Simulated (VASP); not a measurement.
Crystal: Co.

```
CELL_PARAMETERS angstrom
4.45786 0.00000 0.00000
0.00000 4.45786 0.00000
0.00000 0.00000 4.45786
ATOMIC_POSITIONS crystal
Co 0.00000 0.00000 0.00000
Co 0.50000 0.50000 0.50000
Co 0.25000 0.00000 0.50000
Co 0.75000 0.00000 0.50000
Co 0.50000 0.25000 0.00000
Co 0.50000 0.75000 0.00000
Co 0.00000 0.50000 0.25000
Co 0.00000 0.50000 0.75000
```

- Program: VASP 6.6.1
- Task: relaxation of cell and atoms
- Functional: PBE
- Potentials or basis: VASP PAW PBE potentials, release 64 (Co)
- Cutoff: 600 eV
- k mesh: 6 × 6 × 6
- Occupations: fermi-dirac, width 0.1 eV
- Spin: no spin polarisation

At the start: pressure -9.4 GPa; volume 11.07 Å³/atom.

Task: How do energy, volume and symmetry change on relaxing?

Result: Over 3 steps the energy falls by 15.0 meV/atom and the volume is 10.59 Å³/atom (-4.4 %); space group Pm-3n (No. 223, to 0.05 Å).

Step by step:
| step | energy change (eV) | largest force (eV/Å) | pressure (GPa) | volume (Å³) |
| --- | --- | --- | --- | --- |
| 1 | 0.0000 | 0.0000 | -9.44 | 88.59 |
| 2 | 0.0476 | 0.0000 | 13.36 | 80.48 |
| 3 | -0.1200 | 0.0000 | -0.13 | 84.73 |

Final structure:
```cif
data_structure
_symmetry_space_group_name_H-M 'P 1'
_symmetry_Int_Tables_number 1
_cell_length_a 4.3922
_cell_length_b 4.3922
_cell_length_c 4.3922
_cell_angle_alpha 90.000
_cell_angle_beta 90.000
_cell_angle_gamma 90.000
_cell_volume 84.73
loop_
_atom_site_label
_atom_site_type_symbol
_atom_site_fract_x
_atom_site_fract_y
_atom_site_fract_z
_atom_site_occupancy
Co1 Co 0.00000 0.00000 0.00000 1
Co2 Co 0.50000 0.50000 0.50000 1
Co3 Co 0.25000 0.00000 0.50000 1
Co4 Co 0.75000 0.00000 0.50000 1
Co5 Co 0.50000 0.25000 0.00000 1
Co6 Co 0.50000 0.75000 0.00000 1
Co7 Co 0.00000 0.50000 0.25000 1
Co8 Co 0.00000 0.50000 0.75000 1
```

Caveat: the run has no spin polarisation, though such a crystal can be magnetic.
